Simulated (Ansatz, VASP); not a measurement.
CdSe: VASP beside Ansatz

File INCAR:

```
SYSTEM = CdSe
PREC     = Accurate       ! precision mode
ENCUT    = 520            ! plane-wave cutoff, eV
EDIFF    = 1E-6           ! SCF threshold, eV
ISMEAR   = -1             ! smearing method
SIGMA    = 0.05           ! smearing width, eV
LREAL    = .FALSE.        ! projectors in reciprocal space
LASPH    = .TRUE.         ! aspherical terms in the spheres
NELM     = 150            ! most SCF steps
ALGO     = Normal         ! electronic algorithm
ISIF     = 2              ! what is computed and relaxed
LWAVE    = .FALSE.        ! write WAVECAR
LCHARG   = .FALSE.        ! write CHGCAR
MAGMOM   = 0 0 0 0 0 0 0 0 0 0 0 0 ! initial moments
LORBIT   = 11             ! projections on sites
LSORBIT  = .TRUE.         ! spin-orbit coupling
GGA_COMPAT= .FALSE.      
LORBMOM  = .TRUE.       
NBANDS   = 50             ! bands
```

KPOINTS

```
regular mesh
0
G
  7 7 4
  0 0 0
```

Contents of POSCAR:

```
CdSe
1.0
    4.3000000000      0.0000000000      0.0000000000
   -2.1500000000      3.7239092363      0.0000000000
    0.0000000000      0.0000000000      7.0200000000
Cd Se
2 2
Direct
    0.6666666667      0.3333333333      0.5000000000
    0.3333333333      0.6666666667      0.0000000000
    0.6666666667      0.3333333333      0.8850000000
    0.3333333333      0.6666666667      0.3850000000
```

input.yaml

```yaml
crystal:
  lattice:
    - [4.3, 0.0, 0.0]
    - [-2.15, 3.7239092363, 0.0]
    - [0.0, 0.0, 7.02]
  atoms:
    - { symbol: Cd, position: [0.6666666667, 0.3333333333, 0.5] }
    - { symbol: Cd, position: [0.3333333333, 0.6666666667, 0.0] }
    - { symbol: Se, position: [0.6666666667, 0.3333333333, 0.885] }
    - { symbol: Se, position: [0.3333333333, 0.6666666667, 0.385] }
hamiltonian:
  xc: lda
  pseudopotentials: { kind: paw_fr }
magnetization:
  noncollinear: true
  spin_orbit: true
kpoints:
  mp_grid: { grid: [7, 7, 4] }
  band_path:
    path:
      - [[0.0, 0.0, 0.0], [0.5, 0.0, 0.0], [0.3333333333, 0.3333333333, 0.0], [0.0, 0.0, 0.0], [0.0, 0.0, 0.5], [0.5, 0.0, 0.5], [0.3333333333, 0.3333333333, 0.5], [0.0, 0.0, 0.5]]
      - [[0.5, 0.0, 0.5], [0.5, 0.0, 0.0]]
      - [[0.3333333333, 0.3333333333, 0.0], [0.3333333333, 0.3333333333, 0.5]]
    npoints: 14
scf:
  occupations: { method: fermi_dirac, width: 0.05 }
  n_extra_bands: 10
output:
  forces: true
  stress: true
  eigenvalues: true
  fatbands: true
```

Alike in both runs: functional LDA; k mesh 7 × 7 × 4; occupations fermi-dirac, width 0.05 eV; non-collinear spin, spin-orbit coupling.

|  | VASP | Ansatz |
| --- | --- | --- |
| version | VASP 6.6.1 | Ansatz 0.2.0 |
| potentials or method | VASP PAW LDA potentials, release 64 (Cd, Se) | Ansatz PAW |
| plane-wave cutoff (eV) | 520 | 420 |
| valence electrons in the cell | 36 | 72 |
| task | single point | band structure |

|  | VASP | Ansatz | Ansatz less VASP |
| --- | --- | --- | --- |
| pressure (GPa) | -1.4 | -1.8 | -0.45 |
| traceless stress, the component that is largest in VASP (GPa) | -1.12 | -1.05 | +0.075 |
| rms of the force components (eV/Å) | 0.153 | 0.146 | -0.0071 |

LDA's correlation is that of Perdew and Zunger in VASP and of Perdew and Wang (1992) in Ansatz. Atom by atom the forces differ by 0.007 eV/Å (rms over components). VASP's potentials hold 36 valence electrons a cell and Ansatz's 72, so a difference there can come from the potentials and not from the codes.
